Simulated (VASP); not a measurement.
# NaF (Villiaumite) (Fm-3m) in VASP: a series of runs

The runs below take NaF (Villiaumite) through single point, with r2SCAN.

Everything below comes from runs of VASP 6.6.1. Logs are shortened: lines on timing, memory, paths and dates and some standing lists are left out, and cuts for length are marked.

## Step 1: The cell of the first run

The structure is cubic, space group Fm-3m (No. 225). The conventional cell has a = 4.542 Å, b = 4.542 Å, c = 4.542 Å, α = 90.00°, β = 90.00°, γ = 90.00°. Na (site symmetry m-3m) has 6 F at 2.27 Å within 3.0 Å. F (site symmetry m-3m) has 6 Na at 2.27 Å within 3.0 Å.

## Step 2: Single point, r2SCAN

POSCAR

```
NaF
1.0
    2.2711539338      2.2711539338      0.0000000000
   -2.2711539338      2.2711539338      0.0000000000
    0.0000000000      2.2711539338      2.2711539338
Na F
1 1
Direct
    0.0000000000      0.0000000000      0.0000000000
    0.5000000000      0.5000000000      0.0000000000
```

INCAR.step1

```
SYSTEM = NaF
PREC = Accurate
ENCUT = 520
ISMEAR = 0
SIGMA = 0.01
LREAL = .False.
LASPH = .True.
NELM = 60
NBANDS = 14
GGA = PE
ALGO = Normal
EDIFF = 1E-4
LWAVE = .True.
LCHARG = .False.
```

INCAR.step2

```
SYSTEM = NaF
PREC = Accurate
ENCUT = 520
EDIFF = 1E-6
ISMEAR = 0
SIGMA = 0.01
LREAL = .False.
LASPH = .True.
NELM = 60
ALGO = Normal
ISIF = 2
LWAVE = .False.
LCHARG = .False.
METAGGA = R2SCAN
LMIXTAU = .True.
NBANDS = 14
ISTART = 1
```

KPOINTS

```
Automatic mesh
0
Gamma
  8 8 8
  0 0 0
```

Potentials or basis: VASP PAW PBE potentials, release 64 (Na_pv, F).

Run with:

```sh
$ cat potpaw_PBE.64/Na_pv/POTCAR potpaw_PBE.64/F/POTCAR > POTCAR
$ cp INCAR.step1 INCAR
$ mpirun -np 1 vasp_std > vasp.out
$ cp INCAR.step2 INCAR
$ mpirun -np 1 vasp_std > vasp.out
```

OUTCAR:

```text
SYSTEM = NaF
   PREC = Accurate
   ENCUT = 520
   EDIFF = 1E-6
   ISMEAR = 0
   LREAL = .False.
   LASPH = .True.
   NELM = 60
   ISIF = 2
   METAGGA = R2SCAN
   ISTART = 1

 ion  position               nearest neighbor table
   1  0.000  0.000  0.000-   2 2.27   2 2.27   2 2.27   2 2.27   2 2.27   2 2.27
   2  0.500  0.500  0.000-   1 2.27   1 2.27   1 2.27   1 2.27   1 2.27   1 2.27

  LATTYP: Found a face centered cubic cell.
 ALAT       =     4.5423078676

  Lattice vectors:

 A1 = (   0.0000000000,   2.2711539338,   2.2711539338)
 A2 = (   2.2711539338,   0.0000000000,   2.2711539338)
 A3 = (   2.2711539338,   2.2711539338,   0.0000000000)

Analysis of symmetry for initial positions (statically):
=====================================================================
 Subroutine PRICEL returns:
 Original cell was already a primitive cell.

 Routine SETGRP: Setting up the symmetry group for a
 face centered cubic supercell.

 Subroutine GETGRP returns: Found 48 space group operations
 (whereof 48 operations were pure point group operations)
 out of a pool of 48 trial point group operations.

The static configuration has the point symmetry O_h .

Analysis of symmetry for dynamics (positions and initial velocities):
=====================================================================
 Subroutine PRICEL returns:
 Original cell was already a primitive cell.

 Routine SETGRP: Setting up the symmetry group for a
 face centered cubic supercell.

 Subroutine GETGRP returns: Found 48 space group operations
 (whereof 48 operations were pure point group operations)
 out of a pool of 48 trial point group operations.

The dynamic configuration has the point symmetry O_h .

 Subroutine INISYM returns: Found 48 space group operations
 (whereof 48 operations are pure point group operations),
 and found     1 'primitive' translations

----------------------------------------------------------------------------------------

                                     Primitive cell

  volume of cell :      23.4299

  direct lattice vectors                    reciprocal lattice vectors
     2.271153934  2.271153934  0.000000000     0.220152405  0.220152405 -0.220152405
    -2.271153934  2.271153934  0.000000000    -0.220152405  0.220152405 -0.220152405
     0.000000000  2.271153934  2.271153934     0.000000000  0.000000000  0.440304809

  length of vectors
     3.211896695  3.211896695  3.211896695     0.381315150  0.381315150  0.440304809

  position of ions in fractional coordinates (direct lattice)
     0.000000000  0.000000000  0.000000000
     0.500000000  0.500000000  0.000000000

  ion indices of the primitive-cell ions
   primitive index   ion index
                 1           1
                 2           2

----------------------------------------------------------------------------------------

 KPOINTS: Automatic mesh

Automatic generation of k-mesh.
 Grid dimensions read from file:
 generate k-points for:    8    8    8

 Generating k-lattice:

  Cartesian coordinates                     Fractional coordinates (reciprocal lattice)
     0.027519051  0.027519051 -0.027519051     0.125000000  0.000000000  0.000000000
    -0.027519051  0.027519051 -0.027519051     0.000000000  0.125000000  0.000000000
     0.000000000  0.000000000  0.055038101     0.000000000  0.000000000  0.125000000

  Length of vectors
     0.047664394  0.047664394  0.055038101

  Shift w.r.t. Gamma in fractional coordinates (k-lattice)
     0.000000000  0.000000000  0.000000000

 Subroutine IBZKPT returns following result:
 ===========================================

 Found     29 irreducible k-points:

 Following reciprocal coordinates:
            Coordinates               Weight
  0.000000  0.000000  0.000000      1.000000
  0.125000  0.000000  0.000000      8.000000
  0.250000  0.000000  0.000000      8.000000
  0.375000  0.000000  0.000000      8.000000
  0.500000  0.000000  0.000000      4.000000
  0.125000  0.125000  0.000000     12.000000
[... 16 lines left out ...]
  0.375000  0.250000  0.125000     48.000000
  0.500000  0.250000  0.125000     24.000000
 [... further k-points ...]
   k-points           NKPTS =     29   k-points in BZ     NKDIM =     29   number of bands    NBANDS=     14
   number of dos      NEDOS =    301   number of ions     NIONS =      2
   total plane-waves  NPLWV =  13824
   dimension x,y,z NGX =    24 NGY =   24 NGZ =   24
   dimension x,y,z NGXF=    48 NGYF=   48 NGZF=   48
   ions per type =               1   1
   NGX,Y,Z   is equivalent  to a cutoff of  12.42, 12.42, 12.42 a.u.
   NGXF,Y,Z  is equivalent  to a cutoff of  24.84, 24.84, 24.84 a.u.
 SYSTEM =  NaF
   PREC   = accura    normal or accurate (medium, high low for compatibility)
   ISTART =      1    job   : 0-new  1-cont  2-samecut
   ICHARG =      0    charge: 1-file 2-atom 10-const
   ISPIN  =      1    spin polarized calculation?
   LNONCOLLINEAR =      F non collinear calculations
   LSORBIT =      F    spin-orbit coupling
   LASPH  =      T    aspherical Exc in radial PAW
   ENCUT  =  520.0 eV  38.22 Ry    6.18 a.u.   5.97  5.97  5.97*2*pi/ulx,y,z
   NELM   =     60;   NELMIN=  2; NELMDL=  0     # of ELM steps
   EDIFF  = 0.1E-05   stopping-criterion for ELM
   LREAL  =      F    real-space projection
   EDIFFG = 0.1E-04   stopping-criterion for IOM
   NSW    =      0    number of steps for IOM
   IBRION =     -1    ionic relax: 0-MD 1-quasi-New 2-CG
   NFREE  =      0    steps in history (QN), initial steepest desc. (CG)
   ISIF   =      2    stress and relaxation
   ISYM   =      2    0-nonsym 1-usesym 2-fastsym
   POTIM  = 0.5000    time-step for ionic-motion
   TEBEG  =    0.0;   TEEND  =   0.0 temperature during run
   PSTRESS=    0.0 pullay stress
   NELECT =      14.0000    total number of electrons
   NUPDOWN=      -1.0000    fix difference up-down
   EMIN   =  10.00;   EMAX   =-10.00  energy-range for DOS
   EFERMI =   0.00;   METHOD = LEGACY
   ISMEAR =     0;   SIGMA  =   0.01  broadening in eV -4-tet -1-fermi 0-gaus
   EFERMI_NEDOS =   21; number of points for ismear=-14 and -15
   IALGO  =     38    algorithm
   IMIX   =      4    mixing-type and parameters
     AMIX     =   0.40;   BMIX     =  1.00
     AMIX_MAG =   1.60;   BMIX_MAG =  1.00
  volume/ion in A,a.u.               =      11.71        79.06
  Fermi-wavevector in a.u.,A,eV,Ry     =   1.378884  2.605712 25.869029  1.901320
  Thomas-Fermi vector in A             =   2.503904
   LORBIT       =      0    0 simple, 1 ext, 2 COOP (PROOUT), +10 PAW based schemes
   METAGGA = R2SCAN    functional components
   LHFCALC =     F    Hartree Fock is set to
   AEXX    =    0.0000 exact exchange contribution
   IVDW    =     0    specifies the selected vdW correction
   LEPSILON=     F    determine dielectric tensor
   LRPA    =     F    only Hartree local field effects (RPA)
 non-spin polarized calculation
 Gauss-broadening in eV      SIGMA  =   0.01
  energy-cutoff  :      520.00
  volume of cell :       23.43
 maximum number of plane-waves:       648
   NGX = 11   NGY = 11   NGZ = 11

 number of electron      14.0000006 magnetization

 Free energy of the ion-electron system (eV)
  ---------------------------------------------------
  ext. energy  EPLUGINS =         0.00000000
  ---------------------------------------------------
  free energy    TOTEN  =       -12.60155368 eV

  energy without entropy =      -12.60155368  energy(sigma->0) =      -12.60155368

 E-fermi :  -2.3898     XC(G=0): -10.0971

 val. band max:       -2.4619169782   @ k =   0.0000   0.0000   0.0000
 cond. band min:       5.0626760209   @ k =   0.0000   0.0000   0.0000
 fundamental gap:      7.5245929991
 Fermi energy:        -2.3897658355

 k-point     1 :       0.0000    0.0000    0.0000
  band No.  band energies     occupation
      1     -22.8612      2.00000
      2     -21.7818      2.00000
      3     -21.7816      2.00000
      4     -21.7814      2.00000
      5      -2.4620      2.00000
      6      -2.4619      2.00000
      7      -2.4619      2.00000
      8       5.0627      0.00000
      9      17.7553      0.00000
     10      17.7561      0.00000
     11      17.7569      0.00000
     12      20.5589      0.00000
     13      23.2172      0.00000
     14      23.2172      0.00000

 k-point     2 :       0.1250    0.0000    0.0000
  band No.  band energies     occupation
      1     -22.9373      2.00000
      2     -21.7836      2.00000
      3     -21.7834      2.00000
      4     -21.6833      2.00000
      5      -2.7662      2.00000
      6      -2.5067      2.00000
      7      -2.5066      2.00000
      8       5.6268      0.00000
      9      15.9538      0.00000
     10      18.0507      0.00000
     11      18.0516      0.00000
     12      22.7696      0.00000
     13      22.8027      0.00000
     14      22.8028      0.00000

 k-point     3 :       0.2500    0.0000    0.0000
  band No.  band energies     occupation
      1     -23.0833      2.00000
      2     -21.7881      2.00000
      3     -21.7878      2.00000
      4     -21.4828      2.00000
      5      -3.3999      2.00000
      6      -2.6130      2.00000
      7      -2.6129      2.00000
      8       6.9954      0.00000
      9      13.8964      0.00000
     10      18.7760      0.00000
     11      18.7767      0.00000
     12      22.2040      0.00000
     13      22.2043      0.00000
     14      24.1442      0.00000

 k-point     4 :       0.3750    0.0000    0.0000
  band No.  band energies     occupation
      1     -23.1986      2.00000
      2     -21.7926      2.00000
      3     -21.7923      2.00000
      4     -21.3109      2.00000
      5      -3.9410      2.00000
      6      -2.7172      2.00000
      7      -2.7172      2.00000
      8       8.5891      0.00000
      9      12.3420      0.00000
     10      19.4318      0.00000
     11      19.4323      0.00000
     12      22.0570      0.00000
     13      22.0576      0.00000
     14      23.6311      0.00000

 k-point     5 :       0.5000    0.0000    0.0000
  band No.  band energies     occupation
      1     -23.2412      2.00000
      2     -21.7944      2.00000
      3     -21.7941      2.00000
      4     -21.2453      2.00000
      5      -4.1465      2.00000
      6      -2.7598      2.00000
      7      -2.7597      2.00000
      8       9.5621      0.00000
      9      11.4868      0.00000
     10      19.6296      0.00000
     11      19.6301      0.00000
[... 276 lines left out ...]
 k-point    22 :       0.2500    0.2500    0.1250
  band No.  band energies     occupation
      1     -23.0462      2.00000
      2     -21.8238      2.00000
      3     -21.7973      2.00000
      4     -21.4766      2.00000
      5      -3.5541      2.00000
      6      -2.8067      2.00000
      7      -2.7041      2.00000
      8       8.0677      0.00000
      9      13.1874      0.00000
     10      17.7822      0.00000
     11      19.4149      0.00000
     12      19.5485      0.00000
     13      23.6784      0.00000
     14      27.2536      0.00000

 k-point    23 :       0.3750    0.2500    0.1250
  band No.  band energies     occupation
      1     -23.0632      2.00000
      2     -21.8409      2.00000
      3     -21.8088      2.00000
      4     -21.4171      2.00000
      5      -3.7730      2.00000
      6      -3.0037      2.00000
      7      -2.8002      2.00000
      8       9.5660      0.00000
      9      12.3281      0.00000
     10      16.9286      0.00000
     11      18.7323      0.00000
     12      20.7939      0.00000
     13      23.0193      0.00000
     14      27.5209      0.00000

 k-point    24 :       0.5000    0.2500    0.1250
  band No.  band energies     occupation
      1     -23.0693      2.00000
      2     -21.8442      2.00000
      3     -21.8176      2.00000
      4     -21.3933      2.00000
      5      -3.8506      2.00000
      6      -3.0904      2.00000
      7      -2.8416      2.00000
      8      10.5903      0.00000
      9      11.6699      0.00000
     10      16.5954      0.00000
     11      18.4166      0.00000
     12      21.4897      0.00000
     13      22.5672      0.00000
     14      27.7413      0.00000

 [... further k-points ...]

------------------------ aborting loop because EDIFF is reached ----------------------------------------

  FORCE on cell =-STRESS in cart. coord.  units (eV):
  Direction    XX          YY          ZZ          XY          YZ          ZX
  --------------------------------------------------------------------------------------
  -------------------------------------------------------------------------------------
  Total        0.1905140      0.1905140      0.1905140     -0.0000000      0.0000000     -0.0000000
  in kB       13.0277039     13.0277039     13.0277039     -0.0000000      0.0000000     -0.0000000
  external PRESSURE =      13.0277039 kB  Pullay stress =       0.0000000 kB

 VOLUME and BASIS-vectors are now :
 -----------------------------------------------------------------------------
  energy-cutoff  :      520.00
  volume of cell :       23.43
      direct lattice vectors                 reciprocal lattice vectors
     2.271153934  2.271153934  0.000000000     0.220152405  0.220152405 -0.220152405
    -2.271153934  2.271153934  0.000000000    -0.220152405  0.220152405 -0.220152405
     0.000000000  2.271153934  2.271153934     0.000000000  0.000000000  0.440304809

 POSITION                                       TOTAL-FORCE (eV/Angst)
 -----------------------------------------------------------------------------------
      0.00000      0.00000      0.00000         0.000000      0.000000      0.000000
      0.00000      2.27115      0.00000        -0.000000     -0.000000      0.000000
 -----------------------------------------------------------------------------------
    total drift:                                0.000000     -0.000000     -0.000000

  FREE ENERGIE OF THE ION-ELECTRON SYSTEM (eV)
  ---------------------------------------------------
  free  energy   TOTEN  =       -12.6015536787 eV

  energy  without entropy=      -12.6015536787  energy(sigma->0) =      -12.60155368
```

It took 29 s on 1 thread of AMD EPYC 7R43 (Zen 3), shared host; peak memory 0.1 GiB.

Results:

```
Free energy            : -12.6016 eV
Pressure               : 1.3 GPa
Band gap on the k mesh : 7.52 eV, direct
```

Caveat: the PAW data sets were made with another functional, which shifts forces and pressure a little.

## Step 3: Single point, r2SCAN

POSCAR is that of step 2.

INCAR.step1

```
PREC     = Accurate       # precision mode
ENCUT    = 520            # plane-wave cutoff, eV
ISMEAR   = 0              # smearing method
SIGMA    = 0.01           # smearing width, eV
LREAL    = False          # projectors in reciprocal space
LASPH    = True           # aspherical terms in the spheres
NELM     = 60             # most SCF steps
NBANDS   = 14             # bands
GGA      = PE             # functional
ALGO     = Normal         # electronic algorithm
EDIFF    = 1E-4           # SCF threshold, eV
LWAVE    = True           # write WAVECAR
LCHARG   = False          # write CHGCAR
```

INCAR.step2

```
PREC     = Accurate       # precision mode
ENCUT    = 520            # plane-wave cutoff, eV
EDIFF    = 1E-6           # SCF threshold, eV
ISMEAR   = 0              # smearing method
SIGMA    = 0.01           # smearing width, eV
LREAL    = False          # projectors in reciprocal space
LASPH    = True           # aspherical terms in the spheres
NELM     = 60             # most SCF steps
ALGO     = Normal         # electronic algorithm
ISIF     = 2              # what is computed and relaxed
LWAVE    = False          # write WAVECAR
LCHARG   = False          # write CHGCAR
METAGGA  = R2SCAN         # meta-GGA
LMIXTAU  = True         
NBANDS   = 14             # bands
ISTART   = 1
```

KPOINTS

```
Automatic mesh
0
Gamma
  8 8 8
```

Potentials or basis: VASP PAW PBE potentials, release 64 (Na_pv, F).

Run with:

```sh
$ cat potpaw_PBE.64/Na_pv/POTCAR potpaw_PBE.64/F/POTCAR > POTCAR
$ cp INCAR.step1 INCAR
$ mpirun -np 1 vasp_std > vasp.out
$ cp INCAR.step2 INCAR
$ mpirun -np 1 vasp_std > vasp.out
```

Wall time 28 s (1 thread of AMD EPYC 7R43 (Zen 3), shared host); peak memory 0.1 GiB.

The run converged. Its results:

| Quantity | Value |
| --- | --- |
| Free energy | -12.6016 eV |
| Pressure | 1.3 GPa |
| Band gap on the k mesh | 7.52 eV, direct |

Levels at points of the mesh, in eV from the valence-band top:
```
           k point  band 4  band 5  band 6  band 7  band 8  band 9  band 10  band 11
(0.00, 0.00, 0.00)  -19.32    0.00    0.00    0.00    7.52   20.22    20.22    20.22
(0.50, 0.00, 0.00)  -18.78   -1.68   -0.30   -0.30   12.02   13.95    22.09    22.09
(0.50, 0.50, 0.00)  -19.38   -1.36   -0.43   -0.43   14.13   14.60    15.47    21.94
```

Caveat: the PAW data sets were made with another functional, which shifts forces and pressure a little.

## Step 4: Single point, r2SCAN

This run uses another cell than the first one, of 12.12 Å³/atom, 1.035 times its volume.

POSCAR

```
NaF
1.0
    2.2970715533      2.2970715533      0.0000000000
   -2.2970715533      2.2970715533      0.0000000000
    0.0000000000      2.2970715533      2.2970715533
Na F
1 1
Direct
    0.0000000000      0.0000000000      0.0000000000
    0.5000000000      0.5000000000      0.0000000000
```

INCAR.step1

```
SYSTEM = NaF
  ALGO = Normal
  EDIFF = 1E-4
  ENCUT = 520
  GGA = PE
  ISMEAR = 0
  LASPH = .True.
  LCHARG = .False.
  LREAL = .False.
  LWAVE = .True.
  NBANDS = 14
  NELM = 100
  PREC = Accurate
  SIGMA = 0.01
```

INCAR.step2

```
SYSTEM = NaF
  ALGO = Normal
  EDIFF = 1E-6
  ENCUT = 520
  ISIF = 2
  ISMEAR = 0
  ISTART = 1
  LASPH = .True.
  LCHARG = .True.
  LELF = .True.
  LMIXTAU = .True.
  LREAL = .False.
  LVHAR = .True.
  LWAVE = .False.
  METAGGA = R2SCAN
  NBANDS = 14
  NELM = 100
  PREC = Accurate
  SIGMA = 0.01
```

KPOINTS

```
k-points
0
Gamma
  8 8 8
  0 0 0
```

Run with:

```sh
$ cat potpaw_PBE.64/Na_pv/POTCAR potpaw_PBE.64/F/POTCAR > POTCAR
$ cp INCAR.step1 INCAR
$ mpirun -np 1 vasp_std > vasp.out
$ cp INCAR.step2 INCAR
$ mpirun -np 1 vasp_std > vasp.out
```

Wall time 29 s (1 thread of AMD EPYC 7R43 (Zen 3), shared host); peak memory 0.1 GiB.

It converged, with:

```
Free energy            : -12.6030 eV
Pressure               : -0.8 GPa
Band gap on the k mesh : 7.32 eV, direct
```

Levels at points of the mesh, in eV from the valence-band top:
```
           k point  band 3  band 4  band 5  band 6  band 7  band 8  band 9  band 10  band 11  band 12
(0.00, 0.00, 0.00)  -19.42  -19.42    0.00    0.00    0.00    7.32   19.97    19.97    19.97    22.69
(0.50, 0.00, 0.00)  -19.43  -18.90   -1.61   -0.28   -0.28   11.80   13.64    21.71    21.71    24.22
(0.50, 0.50, 0.00)  -19.48  -19.48   -1.30   -0.42   -0.42   14.01   14.29    15.11    21.47    21.47
```

Caveat: the PAW data sets were made with another functional, which shifts forces and pressure a little. r2SCAN opens gaps a little over a GGA but as a rule still falls short of measured ones.
